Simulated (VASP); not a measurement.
Set up this calculation in VASP 6.6.1, as the native input.

```
Task                   : single point
Functional             : PBEsol
Potentials or basis    : VASP PAW PBE potentials, release 64 (Cl, Na_pv)
Cutoff                 : 520 eV
k mesh                 : 8 × 8 × 8
Occupations            : fermi-dirac, width 0.05 eV
Spin                   : no spin polarisation
Dipole correction      : no
Further INCAR settings : ALGO = Normal; EDIFF = 1e-07; NBANDS = 14
```

The structure of NaCl lies in POSCAR:

```
NaCl
1.0
    0.0000000000      2.5973173150      2.5973173150
    2.5973173150      0.0000000000      2.5973173150
    2.5973173150      2.5973173150      0.0000000000
Cl Na
1 1
Direct
    0.5000000000      0.5000000000      0.5000000000
    0.0000000000      0.0000000000      0.0000000000
```

The input as run:

INCAR

```
SYSTEM = NaCl
PREC = Accurate ; ENCUT = 520
EDIFF = 1E-7 ; ISMEAR = -1
SIGMA = 0.05 ; LREAL = .FALSE.
LASPH = .TRUE. ; NELM = 100
ALGO = Normal ; ISIF = 2
LWAVE = .FALSE. ; LCHARG = .FALSE.
GGA = PS ; NBANDS = 14
```

KPOINTS

```
Automatic mesh
0
G
  8 8 8
  0 0 0
```

Potentials or basis: VASP PAW PBE potentials, release 64 (Cl, Na_pv).

Run with:

```bash
$ cat potpaw_PBE.64/Cl/POTCAR potpaw_PBE.64/Na_pv/POTCAR > POTCAR
$ mpirun -np 1 vasp_std > vasp.out
```

Results of the run:

- Pressure: 10.1 GPa
- Band gap on the k mesh: 6.03 eV

Caveat: the cell stands under pressure; the PAW data sets were made with another functional, which shifts forces and pressure a little.

Wall time 16 s on 1 thread of Intel Xeon 8259CL (shared host), peak memory 0.15 GiB.
